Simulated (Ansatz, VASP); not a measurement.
ZnS: VASP beside Ansatz

```
CELL_PARAMETERS angstrom
0.00000 2.67709 2.67709
2.67709 0.00000 2.67709
2.67709 2.67709 0.00000
ATOMIC_POSITIONS crystal
Zn 0.25000 0.25000 0.25000
S 0.00000 0.00000 0.00000
```

Alike in both runs: task relaxation of the atoms; functional r2SCAN; k mesh 10 × 10 × 10; occupations fermi-dirac, width 0.02 eV; no spin polarisation.

|  | VASP | Ansatz |
| --- | --- | --- |
| version | VASP 6.6.1 | Ansatz 0.2.0 |
| potentials or method | VASP PAW PBE potentials, release 64 (Zn, S), cutoff 520 eV | PAW plane waves |
| valence electrons in the cell | 18 | 18 |

```csv
,VASP,Ansatz,Ansatz less VASP
"gap on the k mesh at the Fermi level, each at its own relaxed structure (eV)",2.81,2.79,-0.015
```

VASP's potentials were made for PBE, not for r2SCAN. Ansatz's warnings: stress scf threshold loose.

Noted on VASP's run: the relaxation stopped at its first step, so nothing moved.
